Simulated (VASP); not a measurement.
Input of a VASP 6.6.1 run:

The input INCAR:

```
SYSTEM = RbCl
PREC = Accurate
ENCUT = 400
EDIFF = 1E-8
ISMEAR = -1
SIGMA = 0.05
LREAL = .False.
LASPH = .True.
NELM = 120
ALGO = Normal
ISIF = 2
LWAVE = .False.
LCHARG = .False.
GGA = CA
LEFG = .True.
NBANDS = 15
GGA_COMPAT = .False.
```

Contents of KPOINTS:

```
regular mesh
0
Gamma
  10 10 10
  0 0 0
```

File POSCAR:

```
RbCl
1.0
    0.0000000000      3.3489618109      3.3489618109
    3.3489618109      0.0000000000      3.3489618109
    3.3489618109      3.3489618109      0.0000000000
Rb Cl
1 1
Direct
    0.0000000000      0.0000000000      0.0000000000
    0.5000000000      0.5000000000      0.5000000000
```

Potentials or basis: VASP PAW LDA potentials, release 64 (Rb_sv, Cl).

The run is started by

```bash
$ cat potpaw_LDA.64/Rb_sv/POTCAR potpaw_LDA.64/Cl/POTCAR > POTCAR
$ mpirun -np 1 vasp_std > vasp.out
```

**Question.** Estimate the band gap on the k mesh.

**Answer.** 4.40 eV.

**Question.** Predict the pressure.

**Answer.** -2.2 GPa.

A k mesh can miss the band edges.
